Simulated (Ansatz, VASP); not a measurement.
## Two plane-wave programs on Al4Co3Ni

```xyz
8
Lattice="5.7599 0.0000 0.0000 0.0000 5.6896 0.0000 0.0000 0.0000 2.8727" Properties=species:S:1:pos:R:3 pbc="T T T"
Al    4.3331    4.2823    1.4364
Al    4.3331    1.4073    1.4364
Al    1.4269    4.2823    1.4364
Al    1.4269    1.4073    1.4364
Co    0.0000    0.0000    0.0000
Co    0.0000    2.8448    0.0000
Co    2.8800    0.0000    0.0000
Ni    2.8800    2.8448    0.0000
```

Alike in both runs: functional PBE; k mesh 4 × 4 × 6; occupations gaussian, width 0.1 eV; collinear spin.

Ansatz relaxed the structure, and its values are those at the end. VASP's run is a single point on that final structure, the one shown.

```csv
,VASP,Ansatz
version,VASP 6.6.1,Ansatz 0.2.0
potentials or method,"VASP PAW PBE potentials, release 64 (Al, Co, Ni), cutoff 520 eV","scalar-relativistic, plane waves, PAW"
valence electrons in the cell,49,81
```

```csv
,VASP,Ansatz,Ansatz less VASP
gap on the k mesh at the Fermi level (eV),none,none,-
pressure (GPa),-0.1,0.0,+0.07
net moment per atom (μB),0.05,0.05,-0.001
size of the moment on the site where the two differ most (μB),0.26,0.28,+0.023
```

Site moments also hang on the region over which each program counts them. A gap of «none» marks a metal or a gap that the smearing closes. The functional is the same, so the differences come from potentials, cutoffs and numerics. VASP's potentials hold 49 valence electrons a cell and Ansatz's 81, so a difference there can come from the potentials and not from the codes.

The k mesh is coarse, so the values compare programs but aren't converged.
